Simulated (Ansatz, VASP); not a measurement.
# Zn2H in VASP and in Ansatz

```
CELL_PARAMETERS angstrom
4.34338 0.00000 0.00000
-2.17169 3.76148 0.00000
0.00000 0.00000 2.58841
ATOMIC_POSITIONS crystal
Zn 0.33333 0.66667 0.50000
Zn 0.66667 0.33333 0.50000
H 0.00000 0.00000 0.00000
```

Alike in both runs: functional PBE; k mesh 12 × 12 × 18; occupations gaussian, width 0.1 eV; no spin polarisation.

Ansatz relaxed the structure, and its values are those at the end. VASP's run is a single point on that final structure, the one shown.

```csv
,VASP,Ansatz
version,VASP 6.6.1,Ansatz 0.2.0
potentials or method,"VASP PAW PBE potentials, release 64 (Zn, H), cutoff 520 eV","scalar-relativistic, plane waves, PAW"
valence electrons in the cell,25,25
```

Ansatz gave:

```
gap on the k mesh at the Fermi level (eV) : none
pressure (GPa)                            : 0.0
```

Problem. Which values does VASP return?

Solution. gap on the k mesh at the Fermi level (eV): none; pressure (GPa): 0.1.

A gap of «none» marks a metal or a gap that the smearing closes. With one functional, cell and mesh, what is left measures potentials, basis and numerics.
